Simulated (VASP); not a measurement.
# V (P6_3/mmc) in VASP: further runs, part 2 of 2

VASP 6.6.1. The steps go on from the part before.

## (3) Single point, r2SCAN, collinear spin, ferromagnetic start

This run uses another cell than the first one, of 13.63 Å³/atom.

POSCAR

```
V
1.0
    2.5971977417      0.0000000000      0.0000000000
   -1.2985988708      2.2492392230      0.0000000000
    0.0000000000      0.0000000000      4.6657481792
V
2
Direct
    0.3333333333      0.6666666667      0.2500000000
    0.6666666667      0.3333333333      0.7500000000
```

INCAR.step1

```
SYSTEM = V
PREC = Accurate ; ENCUT = 520
ISMEAR = 0 ; SIGMA = 0.1
LREAL = .FALSE. ; LASPH = .TRUE.
NELM = 150 ; ISPIN = 2
MAGMOM = 2.71 2.71 ; LMAXMIX = 4
NBANDS = 24 ; GGA = PE
ALGO = Normal ; EDIFF = 1E-4
LWAVE = .TRUE. ; LCHARG = .FALSE.
```

INCAR.step2

```
SYSTEM = V
PREC = Accurate ; ENCUT = 520
EDIFF = 1E-7 ; ISMEAR = 0
SIGMA = 0.1 ; LREAL = .FALSE.
LASPH = .TRUE. ; NELM = 150
ALGO = Normal ; ISIF = 2
LWAVE = .FALSE. ; LCHARG = .FALSE.
ISPIN = 2 ; MAGMOM = 2.71 2.71
LORBIT = 11 ; LMAXMIX = 4
METAGGA = R2SCAN ; LMIXTAU = .TRUE.
NBANDS = 24 ; ISTART = 1
```

KPOINTS

```
regular mesh
0
G
  6 6 4
  0 0 0
```

Potentials or basis: VASP PAW PBE potentials, release 64 (V_sv).

Command:

```
$ cat potpaw_PBE.64/V_sv/POTCAR > POTCAR
$ cp INCAR.step1 INCAR
$ mpirun -np 1 vasp_std > vasp.out
$ cp INCAR.step2 INCAR
$ mpirun -np 1 vasp_std > vasp.out
```

Wall time 4.1 min (1 thread of Intel Xeon 8259CL, shared host); peak memory 0.17 GiB.

Results (log left out):

```
Free energy                                           : -27.6992 eV
Pressure                                              : 0.5 GPa
Net moment                                            : 0.32 μB per cell
Site moments                                          : V +0.13 μB
Valence electrons inside the program's atomic spheres : V 11.63
```

Stress tensor (GPa, compression positive):
```
0.48 0.00 0.00
0.00 0.48 0.00
0.00 0.00 0.55
```

Levels at points of the mesh, in eV from the Fermi level:
Spin up:
| k point | band 9 | band 10 | band 11 | band 12 | band 13 | band 14 | band 15 | band 16 | band 17 | band 18 |
| --- | --- | --- | --- | --- | --- | --- | --- | --- | --- | --- |
| (0.00, 0.00, 0.00) | -7.47 | -3.85 | -0.74 | -0.42 | 0.30 | 0.30 | 0.65 | 0.65 | 2.04 | 2.04 |
| (0.50, 0.00, 0.00) | -3.27 | -3.15 | -2.87 | -0.47 | -0.29 | 0.18 | 0.74 | 3.29 | 3.63 | 3.76 |
| (0.00, 0.00, 0.50) | -5.58 | -5.58 | -1.25 | -1.25 | 0.35 | 0.35 | 0.35 | 0.35 | 2.77 | 2.77 |
| (0.50, 0.00, 0.50) | -3.54 | -3.54 | -1.98 | -1.98 | 1.51 | 1.51 | 1.86 | 1.86 | 3.70 | 3.70 |
Spin down:
```
           k point  band 8  band 9  band 10  band 11  band 12  band 13  band 14  band 15  band 16  band 17
(0.00, 0.00, 0.00)  -38.66   -7.34    -3.60    -0.45    -0.34     0.47     0.47     0.82     0.82     2.10
(0.50, 0.00, 0.00)  -38.83   -3.07    -3.00    -2.82    -0.30    -0.23     0.45     0.80     3.35     3.80
(0.00, 0.00, 0.50)  -38.69   -5.43    -5.43    -1.01    -1.01     0.51     0.51     0.51     0.51     2.83
(0.50, 0.00, 0.50)  -38.90   -3.41    -3.41    -1.82    -1.82     1.69     1.69     1.92     1.92     3.87
```

Caveat: the k points lie up to 0.47 Å⁻¹ apart; the PAW data sets were made with another functional, which shifts forces and pressure a little.

## (4) Single point, r2SCAN, collinear spin, ferromagnetic start

POSCAR

```
V
1.0
    3.1658770091      0.0000000000      0.0000000000
   -1.5829385045      2.7417299151      0.0000000000
    0.0000000000      0.0000000000      4.8981083569
V
2
Direct
    0.3333333333      0.6666666667      0.2500000000
    0.6666666667      0.3333333333      0.7500000000
```

INCAR.step1

```
  ALGO = Normal
  EDIFF = 1E-4
  ENCUT = 520
  GGA = PE
  ISMEAR = 0
  ISPIN = 2
  LASPH = True
  LCHARG = False
  LMAXMIX = 4
  LREAL = False
  LWAVE = True
  MAGMOM = 2 2
  NBANDS = 24
  NELM = 150
  PREC = Accurate
  SIGMA = 0.1
```

INCAR.step2

```
  ALGO = Normal
  EDIFF = 1E-7
  ENCUT = 520
  ISIF = 2
  ISMEAR = 0
  ISPIN = 2
  ISTART = 1
  LASPH = True
  LCHARG = False
  LMAXMIX = 4
  LMIXTAU = True
  LORBIT = 11
  LREAL = False
  LWAVE = False
  MAGMOM = 2 2
  METAGGA = R2SCAN
  NBANDS = 24
  NELM = 150
  PREC = Accurate
  SIGMA = 0.1
```

KPOINTS

```
k-points
0
Gamma
  6 6 4
```

Potentials or basis: VASP PAW PBE potentials, release 64 (V_sv).

Command:

```
$ cat potpaw_PBE.64/V_sv/POTCAR > POTCAR
$ cp INCAR.step1 INCAR
$ mpirun -np 1 vasp_std > vasp.out
$ cp INCAR.step2 INCAR
$ mpirun -np 1 vasp_std > vasp.out
```

OUTCAR:

```text
EDIFF = 1E-7
   ENCUT = 520
   ISIF = 2
   ISMEAR = 0
   ISPIN = 2
   ISTART = 1
   LASPH = True
   LORBIT = 11
   LREAL = False
   METAGGA = R2SCAN
   NELM = 150
   PREC = Accurate

 ion  position               nearest neighbor table
   1  0.333  0.667  0.250-
   2  0.667  0.333  0.750-

  LATTYP: Found a hexagonal cell.
 ALAT       =     3.1658770091
 C/A-ratio  =     1.5471568677

  Lattice vectors:

 A1 = (   3.1658770091,   0.0000000000,   0.0000000000)
 A2 = (  -1.5829385045,   2.7417299151,   0.0000000000)
 A3 = (   0.0000000000,   0.0000000000,   4.8981083569)
[... 1343 lines left out ...]
  external PRESSURE =    -185.1338691 kB  Pullay stress =       0.0000000 kB

 VOLUME and BASIS-vectors are now :
 -----------------------------------------------------------------------------
  energy-cutoff  :      520.00
  volume of cell :       42.52
      direct lattice vectors                 reciprocal lattice vectors
     3.165877009  0.000000000  0.000000000     0.315868240  0.182366614  0.000000000
    -1.582938504  2.741729915  0.000000000     0.000000000  0.364733227  0.000000000
     0.000000000  0.000000000  4.898108357     0.000000000  0.000000000  0.204160449

 POSITION                                       TOTAL-FORCE (eV/Angst)
 -----------------------------------------------------------------------------------
     -0.00000      1.82782      1.22453         0.000000      0.000000      0.000000
      1.58294      0.91391      3.67358        -0.000000     -0.000000      0.000000
 -----------------------------------------------------------------------------------
    total drift:                                0.000000     -0.000000      0.000000

  FREE ENERGIE OF THE ION-ELECTRON SYSTEM (eV)
  ---------------------------------------------------
  free  energy   TOTEN  =       -25.9214463224 eV

  energy  without entropy=      -25.9104427560  energy(sigma->0) =      -25.91594454

 total charge

# of ion       s       p       d       tot
------------------------------------------
    1        2.237   6.105   2.855  11.197
    2        2.237   6.105   2.855  11.197
--------------------------------------------------
tot          4.473  12.210   5.710  22.393

 magnetization (x)

# of ion       s       p       d       tot
------------------------------------------
    1        0.021   0.053   2.240   2.314
    2        0.021   0.053   2.240   2.314
--------------------------------------------------
tot          0.042   0.106   4.481   4.629
```

OUTCAR.step1:

```text
EDIFF = 1E-4
   ENCUT = 520
   GGA = PE
   ISMEAR = 0
   ISPIN = 2
[... 1373 lines left out ...]
 -----------------------------------------------------------------------------------
     -0.00000      1.82782      1.22453         0.000000     -0.000000      0.000000
      1.58294      0.91391      3.67358        -0.000000      0.000000      0.000000
 -----------------------------------------------------------------------------------
    total drift:                                0.000000     -0.000000      0.000000

  FREE ENERGIE OF THE ION-ELECTRON SYSTEM (eV)
  ---------------------------------------------------
  free  energy   TOTEN  =       -15.4885471507 eV

  energy  without entropy=      -15.4711746169  energy(sigma->0) =      -15.47986088
```

It took 13 min on 1 thread of Intel Xeon 8259CL, shared host; peak memory 0.2 GiB.

Results:

| Item | Value |
| --- | --- |
| Free energy | -25.9214 eV |
| Pressure | -18.5 GPa |
| Net moment | 5.57 μB per cell |
| Site moments | V +2.31 μB |
| Valence electrons inside the program's atomic spheres | V 11.20 |

Caveat: the k points lie up to 0.38 Å⁻¹ apart; the PAW data sets were made with another functional, which shifts forces and pressure a little.

## (5) The runs side by side

```csv
task,cell,cutoff (eV),gap on the mesh (eV),pressure (GPa),moment (μB)
relaxation of cell and atoms,"relaxed from a = 3.166, b = 3.166, c = 4.898 Å, angles 90.0, 90.0, 120.0°, 2 atoms",600,none,-0.1,1.73
single point,"a = 2.597, b = 2.597, c = 4.666 Å, angles 90.0, 90.0, 120.0°, 2 atoms",520,none,0.5,0.32
single point,"a = 3.166, b = 3.166, c = 4.898 Å, angles 90.0, 90.0, 120.0°, 2 atoms",520,none,-18.5,5.57
```

Alike in all rows: level r2SCAN; potentials or basis VASP PAW PBE potentials, release 64 (V_sv); spin collinear, ferromagnetic start; k mesh 6 × 6 × 4; smearing gaussian 0.1 eV.

Caveats: all runs use coarse meshes; the PAW data sets were made with another functional, which shifts forces and pressure a little; the volume moved by over 15 % at a fixed basis, so the end points are rough (at least some runs).

Total energies depend on the potentials used, so only differences within one code and one set of settings carry meaning.
